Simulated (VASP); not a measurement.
Wanted: the native input for a VASP 6.6.1 run.

| Item | Value |
| --- | --- |
| Task | single point |
| Functional | PBE |
| Potentials or basis | VASP PAW PBE potentials, release 64 (Sn_d, Te) |
| Cutoff | 520 eV |
| k mesh | 4 × 4 × 4 |
| Occupations | methfessel-paxton, width 0.0066 eV |
| Spin | no spin polarisation |
| Dipole correction | no |
| Further INCAR settings | ALGO = Normal; EDIFF = 1e-06; NBANDS = 32 |

The structure of Sn3Te lies in POSCAR:

```
Sn3Te
1.0
    4.8656220000      0.0000000000      0.0000000000
    0.0000000000      4.8656220000      0.0000000000
    0.0000000000      0.0000000000      4.8656220000
Sn Te
3 1
Direct
    0.5000000000      0.5000000000      0.0000000000
    0.5000000000      0.0000000000      0.5000000000
    0.0000000000      0.5000000000      0.5000000000
    0.0000000000      0.0000000000      0.0000000000
```

The input as run:

INCAR

```
PREC = Accurate ; ENCUT = 520
EDIFF = 1E-6 ; ISMEAR = 1
SIGMA = 0.0066 ; LREAL = F
LASPH = T ; NELM = 100
ALGO = Normal ; ISIF = 2
LWAVE = F ; LCHARG = F
GGA = PE ; NBANDS = 32
```

KPOINTS

```
regular mesh
0
Gamma
  4 4 4
```

Potentials or basis: VASP PAW PBE potentials, release 64 (Sn_d, Te).

Launch:

```sh
$ cat potpaw_PBE.64/Sn_d/POTCAR potpaw_PBE.64/Te/POTCAR > POTCAR
$ mpirun -np 1 vasp_std > vasp.out
```

Results of the run:

* Pressure: -0.2 GPa
* Band gap on the k mesh: zero (band 24 reaches 10.49 eV, above the bottom of band 25 at 7.29 eV)

Caveat: spin-orbit coupling is left out, which moves the levels of the heavy elements.

Wall time 25 s on 1 thread of AMD EPYC 7R13 Processor (Zen 3), on a shared host, peak memory 0.18 GiB.
